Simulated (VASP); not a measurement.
C: single point with PBE

The system is C.

```
C
1.0
     0.00000    2.00576    2.00576
     2.00576    0.00000    2.00576
     2.00576    2.00576    0.00000
C
3
Direct
  0.25000 0.25000 0.25000
  0.75000 0.75000 0.75000
  0.00000 0.00000 0.00000
```

```yaml
Program: VASP 6.6.1
Task: single point
Functional: PBE
Potentials_or_basis: VASP PAW PBE potentials, release 64 (C)
Cutoff: 600 eV
k_mesh: 8 × 8 × 8
Occupations: gaussian, width 0.1 eV
Spin: collinear spin, ferromagnetic start
Starting_moments: "[1.0, 1.0, 1.0] μB"
Dipole_correction: no
Further_INCAR_settings: ALGO = Normal; EDIFF = 1e-06; NBANDS = 17
```

- Pressure: 68.7 GPa
- Band gap on the k mesh: zero (filled and empty bands overlap)
- Net moment: 0.00 μB per cell
- Valence electrons inside the program's atomic spheres: C 2.34, 2.30

Levels at points of the mesh, in eV from the Fermi level:
Spin up:
```csv
k point,band 4,band 5,band 6,band 7,band 8,band 9
"(0.00, 0.00, 0.00)",-4.32,-3.94,-3.94,-3.94,-0.68,3.68
"(0.50, 0.00, 0.00)",-7.36,-2.80,-2.51,-2.51,2.04,8.45
"(0.50, 0.50, 0.00)",-11.22,-8.17,-1.99,5.75,5.75,7.98
```
Spin down:
```csv
k point,band 2,band 3,band 4,band 5,band 6,band 7,band 8,band 9,band 10,band 11
"(0.00, 0.00, 0.00)",-4.32,-4.32,-4.32,-3.94,-3.94,-3.94,-0.68,3.68,5.77,5.77
"(0.50, 0.00, 0.00)",-17.71,-7.36,-7.36,-2.80,-2.51,-2.51,2.04,8.45,8.45,8.64
"(0.50, 0.50, 0.00)",-16.95,-11.22,-11.22,-8.17,-1.99,5.75,5.75,7.98,9.27,9.27
```

Wall time 8.2 s on 1 thread of Intel(R) Xeon(R) 6975P-C (Granite Rapids), with other jobs on the host, peak memory 0.14 GiB.
